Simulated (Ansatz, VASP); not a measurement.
## Two plane-wave programs on OsO

```
Os O
1.0
     2.79082    0.00000    0.00000
     0.00000    2.79082    0.00000
     0.00000    0.00000    2.79082
Os O
1 1
Direct
  0.00000 0.00000 0.00000
  0.50000 0.50000 0.50000
```

Alike in both runs: functional PBE; k mesh 20 × 20 × 20; occupations gaussian, width 0.1 eV; no spin polarisation.

Ansatz relaxed the structure, and its values are those at the end. VASP's run is a single point on that final structure, the one shown.

|  | VASP | Ansatz |
| --- | --- | --- |
| version | VASP 6.6.1 | Ansatz 0.2.0 |
| potentials or method | VASP PAW PBE potentials, release 64 (Os, O), cutoff 520 eV | scalar-relativistic, plane waves, PAW |
| valence electrons in the cell | 14 | 22 |

|  | VASP | Ansatz | Ansatz less VASP |
| --- | --- | --- | --- |
| gap on the k mesh at the Fermi level (eV) | none | none | - |
| pressure (GPa) | 0.1 | 0.0 | -0.13 |

A gap of «none» marks a metal or a gap that the smearing closes. VASP's potentials hold 14 valence electrons a cell and Ansatz's 22, so a difference there can come from the potentials and not from the codes.

Spin-orbit coupling is off throughout.
